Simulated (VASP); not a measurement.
# C in VASP: single point with PBE+D3(BJ)

Aim: the single point of C with PBE+D3(BJ).

All numbers are computed with VASP 6.6.1; they aren't measurements. Logs are shortened: lines on timing, memory, paths and dates and some standing lists are left out, and cuts for length are marked.

**1. The cell of the first run**

The cell holds a slab with vacuum, 2 atoms: a = 2.456 Å, b = 2.456 Å, c = 8.524 Å, α = 90.00°, β = 90.00°, γ = 120.00°.

**2. Single point, PBE+D3(BJ)**

File INCAR:

```
PREC = Accurate
ENCUT = 520
EDIFF = 1E-7
ISMEAR = 0
SIGMA = 0.15
LREAL = False
LASPH = True
NELM = 80
ALGO = Normal
ISIF = 2
LWAVE = False
LCHARG = False
GGA = PE
IVDW = 12
NBANDS = 11
```

File KPOINTS:

```
regular mesh
0
Gamma
  24 24 6
```

File POSCAR:

```
C
1.0
    2.4561701622      0.0000000000      0.0000000000
   -1.2280850811      2.1271057565      0.0000000000
    0.0000000000      0.0000000000      8.5238033600
C
2
Direct
    0.3333333333      0.6666666667      0.0000000000
    0.6666666667      0.3333333333      0.0000000000
```

Potentials or basis: VASP PAW PBE potentials, release 64 (C).

Started as:

```bash
$ cat potpaw_PBE.64/C/POTCAR > POTCAR
$ mpirun -np 1 vasp_std > vasp.out
```

OUTCAR:

```text
PREC = Accurate
   ENCUT = 520
   EDIFF = 1E-7
   ISMEAR = 0
   LREAL = False
   LASPH = True
   NELM = 80
   ISIF = 2
   GGA = PE
   IVDW = 12
 IVDW          = 12

 ion  position               nearest neighbor table
   1  0.333  0.667  0.000-   2 1.42   2 1.42   2 1.42
   2  0.667  0.333  0.000-   1 1.42   1 1.42   1 1.42

  LATTYP: Found a hexagonal cell.
 ALAT       =     2.4561701622
 C/A-ratio  =     3.4703635323

  Lattice vectors:

 A1 = (   2.4561701622,   0.0000000000,   0.0000000000)
 A2 = (  -1.2280850811,   2.1271057565,   0.0000000000)
 A3 = (   0.0000000000,   0.0000000000,   8.5238033600)

Analysis of symmetry for initial positions (statically):
=====================================================================
 Subroutine PRICEL returns:
 Original cell was already a primitive cell.

 Routine SETGRP: Setting up the symmetry group for a
 hexagonal supercell.

 Subroutine GETGRP returns: Found 24 space group operations
 (whereof 24 operations were pure point group operations)
 out of a pool of 24 trial point group operations.

The static configuration has the point symmetry D_6h.

Analysis of symmetry for dynamics (positions and initial velocities):
=====================================================================
 Subroutine PRICEL returns:
 Original cell was already a primitive cell.

 Routine SETGRP: Setting up the symmetry group for a
 hexagonal supercell.

 Subroutine GETGRP returns: Found 24 space group operations
 (whereof 24 operations were pure point group operations)
 out of a pool of 24 trial point group operations.

The dynamic configuration has the point symmetry D_6h.

 Subroutine INISYM returns: Found 24 space group operations
 (whereof 24 operations are pure point group operations),
 and found     1 'primitive' translations

----------------------------------------------------------------------------------------

                                     Primitive cell

  volume of cell :      44.5329

  direct lattice vectors                    reciprocal lattice vectors
     2.456170162  0.000000000  0.000000000     0.407137916  0.235061185  0.000000000
    -1.228085081  2.127105756  0.000000000     0.000000000  0.470122370  0.000000000
     0.000000000  0.000000000  8.523803360     0.000000000  0.000000000  0.117318521

  length of vectors
     2.456170162  2.456170162  8.523803360     0.470122370  0.470122370  0.117318521

  position of ions in fractional coordinates (direct lattice)
     0.333333333  0.666666667  0.000000000
     0.666666667  0.333333333  0.000000000

  ion indices of the primitive-cell ions
   primitive index   ion index
                 1           1
                 2           2

----------------------------------------------------------------------------------------

 KPOINTS: regular mesh

Automatic generation of k-mesh.
 Grid dimensions read from file:
 generate k-points for:   24   24    6

 Generating k-lattice:

  Cartesian coordinates                     Fractional coordinates (reciprocal lattice)
     0.016964080  0.009794216  0.000000000     0.041666667 -0.000000000  0.000000000
     0.000000000  0.019588432  0.000000000     0.000000000  0.041666667  0.000000000
     0.000000000  0.000000000  0.019553087     0.000000000  0.000000000  0.166666667

  Length of vectors
     0.019588432  0.019588432  0.019553087

  Shift w.r.t. Gamma in fractional coordinates (k-lattice)
     0.000000000  0.000000000  0.000000000

 Subroutine IBZKPT returns following result:
 ===========================================

 Found    244 irreducible k-points:

 Following reciprocal coordinates:
            Coordinates               Weight
  0.000000  0.000000  0.000000      1.000000
  0.041667  0.000000  0.000000      6.000000
  0.083333  0.000000  0.000000      6.000000
  0.125000 -0.000000  0.000000      6.000000
  0.166667 -0.000000  0.000000      6.000000
  0.208333  0.000000  0.000000      6.000000
[... 16 lines left out ...]
  0.416667  0.041667  0.000000     12.000000
  0.458333  0.041667  0.000000     12.000000
 [... further k-points ...]
   k-points           NKPTS =    244   k-points in BZ     NKDIM =    244   number of bands    NBANDS=     11
   number of dos      NEDOS =    301   number of ions     NIONS =      2
   total plane-waves  NPLWV =  20736
   dimension x,y,z NGX =    18 NGY =   18 NGZ =   64
   dimension x,y,z NGXF=    36 NGYF=   36 NGZF=  128
   ions per type =               2
   NGX,Y,Z   is equivalent  to a cutoff of  12.18, 12.18, 12.48 a.u.
   NGXF,Y,Z  is equivalent  to a cutoff of  24.37, 24.37, 24.96 a.u.
 SYSTEM =  unknown system
   PREC   = accura    normal or accurate (medium, high low for compatibility)
   ISTART =      0    job   : 0-new  1-cont  2-samecut
   ICHARG =      2    charge: 1-file 2-atom 10-const
   ISPIN  =      1    spin polarized calculation?
   LNONCOLLINEAR =      F non collinear calculations
   LSORBIT =      F    spin-orbit coupling
   LASPH  =      T    aspherical Exc in radial PAW
   ENCUT  =  520.0 eV  38.22 Ry    6.18 a.u.   4.57  4.57 15.85*2*pi/ulx,y,z
   NELM   =     80;   NELMIN=  2; NELMDL= -5     # of ELM steps
   EDIFF  = 0.1E-06   stopping-criterion for ELM
   LREAL  =      F    real-space projection
   EDIFFG = 0.1E-05   stopping-criterion for IOM
   NSW    =      0    number of steps for IOM
   IBRION =     -1    ionic relax: 0-MD 1-quasi-New 2-CG
   NFREE  =      0    steps in history (QN), initial steepest desc. (CG)
   ISIF   =      2    stress and relaxation
   ISYM   =      2    0-nonsym 1-usesym 2-fastsym
   POTIM  = 0.5000    time-step for ionic-motion
   TEBEG  =    0.0;   TEEND  =   0.0 temperature during run
   PSTRESS=    0.0 pullay stress
   NELECT =       8.0000    total number of electrons
   NUPDOWN=      -1.0000    fix difference up-down
   EMIN   =  10.00;   EMAX   =-10.00  energy-range for DOS
   EFERMI =   0.00;   METHOD = LEGACY
   ISMEAR =     0;   SIGMA  =   0.15  broadening in eV -4-tet -1-fermi 0-gaus
   EFERMI_NEDOS =   21; number of points for ismear=-14 and -15
   IALGO  =     38    algorithm
   IMIX   =      4    mixing-type and parameters
     AMIX     =   0.40;   BMIX     =  1.00
     AMIX_MAG =   1.60;   BMIX_MAG =  1.00
  volume/ion in A,a.u.               =      22.27       150.26
  Fermi-wavevector in a.u.,A,eV,Ry     =   0.923729  1.745594 11.609511  0.853275
  Thomas-Fermi vector in A             =   2.049397
   LORBIT       =      0    0 simple, 1 ext, 2 COOP (PROOUT), +10 PAW based schemes
   GGA     = PE    functional components
   LHFCALC =     F    Hartree Fock is set to
   AEXX    =    0.0000 exact exchange contribution
   IVDW    =    12    specifies the selected vdW correction
   LEPSILON=     F    determine dielectric tensor
   LRPA    =     F    only Hartree local field effects (RPA)
 non-spin polarized calculation
 Gauss-broadening in eV      SIGMA  =   0.15
  energy-cutoff  :      520.00
  volume of cell :       44.53
 maximum number of plane-waves:      1223
   NGX =  9   NGY =  9   NGZ = 31

 number of electron       7.9999997 magnetization

 Free energy of the ion-electron system (eV)
  ---------------------------------------------------
  ext. energy  EPLUGINS =         0.00000000
  ---------------------------------------------------
  free energy    TOTEN  =       -18.44804781 eV

  energy without entropy =      -18.44746011  energy(sigma->0) =      -18.44775396

 E-fermi :  -0.6712     XC(G=0):  -4.9911

 val. band max:       -0.6712227778   @ k =   0.3333   0.3333   0.3333
 cond. band min:      -0.6711935163   @ k =   0.3333   0.3333   0.1667
 fundamental gap:      0.0000292615
 Fermi energy:        -0.6712083018

 k-point     1 :       0.0000    0.0000    0.0000
  band No.  band energies     occupation
      1     -20.2901      2.00000
      2      -8.3692      2.00000
      3      -3.7126      2.00000
      4      -3.7126      2.00000
      5       2.2803      0.00000
      6       4.5966      0.00000
      7       6.2922      0.00000
      8       7.7126      0.00000
      9       7.7126      0.00000
     10      10.8992      0.00000
     11      12.0921      0.00000

 k-point     2 :       0.0417    0.0000    0.0000
  band No.  band energies     occupation
      1     -20.2487      2.00000
      2      -8.3197      2.00000
      3      -3.8825      2.00000
      4      -3.8029      2.00000
      5       2.3366      0.00000
      6       4.6517      0.00000
      7       6.3452      0.00000
      8       7.7396      0.00000
      9       7.8934      0.00000
     10      10.7528      0.00000
     11      12.1637      0.00000

 k-point     3 :       0.0833    0.0000    0.0000
  band No.  band energies     occupation
      1     -20.1249      2.00000
      2      -8.1715      2.00000
      3      -4.3665      2.00000
      4      -4.0552      2.00000
      5       2.5055      0.00000
      6       4.8168      0.00000
      7       6.5045      0.00000
      8       7.7926      0.00000
      9       8.4159      0.00000
     10      10.3269      0.00000
     11      12.3902      0.00000

 k-point     4 :       0.1250   -0.0000    0.0000
  band No.  band energies     occupation
      1     -19.9188      2.00000
      2      -7.9256      2.00000
      3      -5.1012      2.00000
      4      -4.4239      2.00000
      5       2.7872      0.00000
      6       5.0911      0.00000
      7       6.7682      0.00000
      8       7.8187      0.00000
      9       9.2308      0.00000
     10       9.6583      0.00000
     11      12.7871      0.00000
[... 239 lines left out ...]
 k-point    22 :       0.3750    0.0417    0.0000
  band No.  band energies     occupation
      1     -16.6244      2.00000
      2     -11.9277      2.00000
      3      -7.0092      2.00000
      4      -4.2268      2.00000
      5       2.6050      0.00000
      6       7.0926      0.00000
      7       7.4304      0.00000
      8       9.5319      0.00000
      9      11.2693      0.00000
     10      13.7268      0.00000
     11      14.8346      0.00000

 k-point    23 :       0.4167    0.0417    0.0000
  band No.  band energies     occupation
      1     -15.8670      2.00000
      2     -12.9249      2.00000
      3      -7.1724      2.00000
      4      -3.5474      2.00000
      5       1.6769      0.00000
      6       7.0431      0.00000
      7       8.5079      0.00000
      8      10.5554      0.00000
      9      12.2901      0.00000
     10      12.4214      0.00000
     11      13.9536      0.00000

 k-point    24 :       0.4583    0.0417    0.0000
  band No.  band energies     occupation
      1     -15.1398      2.00000
      2     -13.7735      2.00000
      3      -7.2548      2.00000
      4      -3.0849      2.00000
      5       1.0872      0.00000
      6       7.0042      0.00000
      7       9.7122      0.00000
      8      11.0186      0.00000
      9      11.5992      0.00000
     10      12.9183      0.00000
     11      13.4711      0.00000

 [... further k-points ...]

------------------------ aborting loop because EDIFF is reached ----------------------------------------

 Edisp (eV)   -0.18100

 E8    (eV) :    -0.0557

  FORCE on cell =-STRESS in cart. coord.  units (eV):
  Direction    XX          YY          ZZ          XY          YZ          ZX
  --------------------------------------------------------------------------------------
  -------------------------------------------------------------------------------------
  Total       0.63115     0.63115    -0.02570     0.00000    -0.00000     0.00000
  in kB      22.70730    22.70730    -0.92474     0.00000    -0.00000     0.00000
  external pressure =       14.83 kB  Pullay stress =        0.00 kB

 VOLUME and BASIS-vectors are now :
 -----------------------------------------------------------------------------
  energy-cutoff  :      520.00
  volume of cell :       44.53
      direct lattice vectors                 reciprocal lattice vectors
     2.456170162  0.000000000  0.000000000     0.407137916  0.235061185  0.000000000
    -1.228085081  2.127105756  0.000000000     0.000000000  0.470122370  0.000000000
     0.000000000  0.000000000  8.523803360     0.000000000  0.000000000  0.117318521

 POSITION                                       TOTAL-FORCE (eV/Angst)
 -----------------------------------------------------------------------------------
     -0.00000      1.41807      0.00000         0.000000      0.000000      0.000000
      1.22809      0.70904      0.00000        -0.000000      0.000000      0.000000
 -----------------------------------------------------------------------------------
    total drift:                                0.000000     -0.000000      0.000000

  FREE ENERGIE OF THE ION-ELECTRON SYSTEM (eV)
  ---------------------------------------------------
  free  energy   TOTEN  =       -18.6290483190 eV

  energy  without entropy=      -18.6284606215  energy(sigma->0) =      -18.62875447
```

Run time: 65 s. Hardware: 1 thread of Intel Xeon Platinum 8488C (Sapphire Rapids), shared host; peak memory 0.22 GiB.

What came out:

```
Free energy                : -18.6290 eV
Band gap on the k mesh     : zero (filled and empty bands touch)
Dispersion energy per atom : -0.090 eV
```
